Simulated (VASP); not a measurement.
# B (Im-3m) in VASP: further runs, part 3 of 3

VASP 6.6.1. The steps go on from the part before.

### 5 Relaxation of cell and atoms, PBE, target pressure 5.9 GPa, at which the enthalpy is minimised

Input file INCAR:

```
PREC = Accurate
ENCUT = 600
EDIFF = 1E-6
ISMEAR = -1
SIGMA = 0.08
LREAL = False
LASPH = True
NELM = 80
ALGO = Normal
ISIF = 3
LWAVE = False
LCHARG = False
GGA = PE
IBRION = 2
NSW = 32
EDIFFG = -0.005
PSTRESS = 59.0
```

Input file KPOINTS:

```
Automatic mesh
0
Gamma
  23 23 23
```

Input file POSCAR:

```
B
1.0
   -1.1442348727      1.1442348727      1.1442348727
    1.1442348727     -1.1442348727      1.1442348727
    1.1442348727      1.1442348727     -1.1442348727
B
1
Direct
    0.0000000000      0.0000000000      0.0000000000
```

Potentials or basis: VASP PAW PBE potentials, release 64 (B).

Launch:

```console
$ cat potpaw_PBE.64/B/POTCAR > POTCAR
$ mpirun -np 1 vasp_std > vasp.out
```

OUTCAR:

```text
PREC = Accurate
   ENCUT = 600
   EDIFF = 1E-6
   ISMEAR = -1
   LREAL = False
   LASPH = True
   NELM = 80
   ISIF = 3
   GGA = PE
   IBRION = 2
   NSW = 32
   EDIFFG = -0.005
   PSTRESS = 59.0

 ion  position               nearest neighbor table
   1  0.000  0.000  0.000-

  LATTYP: Found a body centered cubic cell.
 ALAT       =     2.2884697454

  Lattice vectors:

 A1 = (  -1.1442348727,   1.1442348727,   1.1442348727)
 A2 = (   1.1442348727,  -1.1442348727,   1.1442348727)
 A3 = (   1.1442348727,   1.1442348727,  -1.1442348727)

Analysis of symmetry for initial positions (statically):
=====================================================================
 Subroutine PRICEL returns:
 Original cell was already a primitive cell.

 Routine SETGRP: Setting up the symmetry group for a
 body centered cubic supercell.

 Subroutine GETGRP returns: Found 48 space group operations
 (whereof 48 operations were pure point group operations)
 out of a pool of 48 trial point group operations.

The static configuration has the point symmetry O_h .

Analysis of symmetry for dynamics (positions and initial velocities):
=====================================================================
 Subroutine PRICEL returns:
 Original cell was already a primitive cell.

 Routine SETGRP: Setting up the symmetry group for a
 body centered cubic supercell.

 Subroutine GETGRP returns: Found 48 space group operations
 (whereof 48 operations were pure point group operations)
 out of a pool of 48 trial point group operations.

The dynamic configuration has the point symmetry O_h .

 Subroutine INISYM returns: Found 48 space group operations
 (whereof 48 operations are pure point group operations),
[... 159 lines left out ...]
    -1.144234873  1.144234873  1.144234873     0.000000000  0.436973223  0.436973223
     1.144234873 -1.144234873  1.144234873     0.436973223  0.000000000  0.436973223
     1.144234873  1.144234873 -1.144234873     0.436973223  0.436973223  0.000000000

 POSITION                                       TOTAL-FORCE (eV/Angst)
 -----------------------------------------------------------------------------------
      0.00000      0.00000      0.00000         0.000000      0.000000      0.000000
 -----------------------------------------------------------------------------------
    total drift:                               -0.000000     -0.000000      0.000000

  FREE ENERGIE OF THE ION-ELECTRON SYSTEM (eV)
  ---------------------------------------------------
  free  energy   TOTEN  =        -4.9920154893 eV

  energy  without entropy=       -4.9878094560  energy(sigma->0) =       -4.98991247

  enthalpy is  TOTEN    =        -4.7713436274 eV   P V=        0.2206718619

--------------------------------------- Ionic step        2  -------------------------------------------

 number of electron       3.0000000 magnetization

 Free energy of the ion-electron system (eV)
  ---------------------------------------------------
  ext. energy  EPLUGINS =         0.00000000
  ---------------------------------------------------
  free energy    TOTEN  =        -4.99181234 eV

  energy without entropy =       -4.98761336  energy(sigma->0) =       -4.98971285

 E-fermi :  10.3155     XC(G=0): -12.9646

 val. band max:       10.2905652238   @ k =  -0.3043   0.4783   0.0435
 cond. band min:      10.3267767578   @ k =  -0.4783   0.4783   0.4783
 fundamental gap:      0.0362115340
 Fermi energy:        10.3155164909

 k-point     1 :       0.0000    0.0000    0.0000
  band No.  band energies     occupation
      1      -8.6364      2.00000
      2      26.2109      0.00000
      3      26.2109      0.00000
      4      26.2109      0.00000
      5      44.6063      0.00000
[... 177 lines left out ...]
 k-point    24 :       0.0870    0.0870    0.0000
  band No.  band energies     occupation
      1      -7.5962      2.00000
      2      23.1553      0.00000
      3      23.9053      0.00000
      4      25.2362      0.00000
      5      38.9300      0.00000

 [... further k-points ...]
[... 5 lines left out ...]
  --------------------------------------------------------------------------------------
  -------------------------------------------------------------------------------------
  Total        0.2225263      0.2225263      0.2225263      0.0000000     -0.0000000     -0.0000000
  in kB       59.5511690     59.5511690     59.5511690      0.0000000     -0.0000000     -0.0000000
  external PRESSURE =       0.5511690 kB  Pullay stress =      59.0000000 kB

 VOLUME and BASIS-vectors are now :
 -----------------------------------------------------------------------------
  energy-cutoff  :      600.00
  volume of cell :        5.99
      direct lattice vectors                 reciprocal lattice vectors
    -1.143880189  1.143880189  1.143880189     0.000000000  0.437108715  0.437108715
     1.143880189 -1.143880189  1.143880189     0.437108715  0.000000000  0.437108715
     1.143880189  1.143880189 -1.143880189     0.437108715  0.437108715  0.000000000

 POSITION                                       TOTAL-FORCE (eV/Angst)
 -----------------------------------------------------------------------------------
      0.00000      0.00000      0.00000        -0.000000      0.000000      0.000000
 -----------------------------------------------------------------------------------
    total drift:                               -0.000000     -0.000000      0.000000

  FREE ENERGIE OF THE ION-ELECTRON SYSTEM (eV)
  ---------------------------------------------------
  free  energy   TOTEN  =        -4.9918123394 eV

  energy  without entropy=       -4.9876133630  energy(sigma->0) =       -4.98971285

  enthalpy is  TOTEN    =        -4.7713456219 eV   P V=        0.2204667175

 reached required accuracy - stopping structural energy minimisation
```

Wall time 4.9 s (1 thread of AMD EPYC 9R45 (Zen 5), shared host); peak memory 0.09 GiB.

What came out:

```yaml
Free_energy: -4.9918 eV
Relaxed_volume: 5.99 Å³/atom
Relaxed_cell: a = 1.981 Å, b = 1.981 Å, c = 1.981 Å, α = 109.47°, β = 109.47°, γ = 109.47°
Space_group_after_relaxing_to_0.05_Å: Im-3m (No. 229)
Energy_change_on_relaxing_the_enthalpy_is_what_falls: +0.2 meV/atom
Ionic_steps: 2
Pressure_after_relaxing: 6.0 GPa
```

The path:
```
step  energy change (eV)  largest force (eV/Å)  pressure (GPa)  volume (Å³)
   1              0.0000                0.0000            5.73         5.99
   2              0.0002                0.0000            5.96         5.99
```

Final structure:
```xyz
1
Lattice="-1.1439 1.1439 1.1439 1.1439 -1.1439 1.1439 1.1439 1.1439 -1.1439" Properties=species:S:1:pos:R:3 pbc="T T T"
B     0.0000    0.0000    0.0000
```

Levels at points of the mesh, in eV from the Fermi level:
```
           k point  band 1  band 2  band 3  band 4  band 5
(0.00, 0.00, 0.00)  -18.95   15.90   15.90   15.90   34.29
```

Caveat: the cell is relaxed towards a set pressure, so the enthalpy falls and the energy may rise.

### 6 Summary

| task | cell | cutoff (eV) | gap on the mesh (eV) | pressure (GPa) |
| --- | --- | --- | --- | --- |
| single point | a = 1.982 Å, angles 109.5°, 1 atom | 520 | none | 5.9 |
| relaxation of cell and atoms | relaxed to 5.9 GPa from a = 1.956 Å, angles 109.5°, 1 atom | 600 | none | 5.9 |
| relaxation of cell and atoms | relaxed to 5.9 GPa from a = 1.982 Å, angles 109.5°, 1 atom | 600 | none | 6.0 |

Alike in all rows: level PBE; potentials or basis VASP PAW PBE potentials, release 64 (B); no spin polarisation; k mesh 23 × 23 × 23; smearing fermi-dirac 0.08 eV.

Caveats: the cell is relaxed towards a set pressure, so the enthalpy falls and the energy may rise (some runs).

Total energies depend on the potentials used, so only differences within one code and one set of settings carry meaning.
